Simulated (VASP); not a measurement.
**Hf4C: relaxation of cell and atoms with PBE**

The system is Hf4C.

```
Hf C
1.0
     1.60000    0.92376   10.00000
    -1.60000    0.92376   10.00000
     0.00000   -1.84752   10.00000
Hf C
4 1
Direct
  0.62500 0.62500 0.62500
  0.37500 0.37500 0.37500
  0.12500 0.12500 0.12500
  0.87500 0.87500 0.87500
  0.00000 0.00000 0.00000
```

```
Program                : VASP 6.6.1
Task                   : relaxation of cell and atoms
Functional             : PBE
Potentials or basis    : VASP PAW PBE potentials, release 64 (Hf_pv, C)
Cutoff                 : 600 eV
k mesh                 : 6 × 6 × 6
Occupations            : gaussian, width 0.2 eV
Spin                   : no spin polarisation
Dipole correction      : no
Further INCAR settings : ALGO = Normal; EDIFF = 1e-06; IBRION = 2; EDIFFG = -0.08; NSW = 36; ISIF = 3
```

| Item | Value |
| --- | --- |
| Relaxed volume | 19.14 Å³/atom |
| Relaxed cell | a = 10.622 Å, b = 10.622 Å, c = 10.622 Å, α = 17.61°, β = 17.61°, γ = 17.61° |
| Space group after relaxing (to 0.1 Å) | R-3m (No. 166) |
| Energy gained by relaxing | 58.6 meV/atom |
| Ionic steps | 8 |
| Pressure after relaxing | -0.5 GPa |
| Largest force after relaxing | 0.038 eV/Å |
| Band gap on the k mesh | zero (bands 22 and 23 overlap by 1.53 eV) |

Forces in eV/Å, atoms in the order of the input:
```
Hf   0.000  0.000 -0.024
Hf   0.000  0.000  0.024
Hf   0.000  0.000  0.038
Hf   0.000  0.000 -0.038
C    0.000  0.000  0.000
```

Stress tensor (GPa, compression positive):
```
-0.38  0.00  0.00
 0.00 -0.38  0.00
 0.00  0.00 -0.61
```

Step by step:
```
step  energy change (eV)  largest force (eV/Å)  pressure (GPa)  volume (Å³)
   1              0.0000                0.9717           10.11        88.68
   2              0.0983                1.3472          -11.35       103.81
   3             -0.2257                0.6974           -1.14        95.25
   4             -0.2259                0.6833           -0.91        95.09
   5             -0.2856                0.2860           -0.09        95.13
   6             -0.2910                0.1471            0.32        95.14
   7             -0.2910                0.1378            0.35        95.14
   8             -0.2932                0.0378           -0.46        95.70
```

Final structure:
```cif
data_structure
_symmetry_space_group_name_H-M 'P 1'
_symmetry_Int_Tables_number 1
_cell_length_a 10.6218
_cell_length_b 10.6218
_cell_length_c 10.6218
_cell_angle_alpha 17.606
_cell_angle_beta 17.606
_cell_angle_gamma 17.606
_cell_volume 95.70
loop_
_atom_site_label
_atom_site_type_symbol
_atom_site_fract_x
_atom_site_fract_y
_atom_site_fract_z
_atom_site_occupancy
Hf1 Hf 0.62633 0.62633 0.62633 1
Hf2 Hf 0.37367 0.37367 0.37367 1
Hf3 Hf 0.12745 0.12745 0.12745 1
Hf4 Hf 0.87255 0.87255 0.87255 1
C1 C 0.00000 0.00000 0.00000 1
```

Levels at points of the mesh, in eV from the Fermi level:
```tsv
k point	band 19	band 20	band 21	band 22	band 23	band 24	band 25	band 26
(0.00, 0.00, 0.00)	-1.44	-0.61	0.63	1.21	1.21	1.40	1.40	1.66
(0.50, 0.00, 0.00)	-1.80	-1.60	-1.11	-0.09	0.54	0.96	1.48	1.49
(0.50, 0.50, 0.00)	-1.99	-1.52	-1.03	-0.14	0.18	0.94	1.61	1.75
(0.50, 0.50, 0.50)	-1.58	-0.33	0.88	1.28	1.29	1.29	1.41	1.41
```

It took 54 min on 1 thread of Intel(R) Xeon(R) 6975P-C (Granite Rapids), with other jobs on the host, peak memory 1.2 GiB.

Caveat: the k points lie up to 0.37 Å⁻¹ apart in the final cell, too coarse for converged energies and pressures of a metal; spin-orbit coupling is left out, which moves the levels of the heavy elements; the relaxation stopped at a loose force limit of 0.08 eV/Å, so its end isn't a converged minimum.
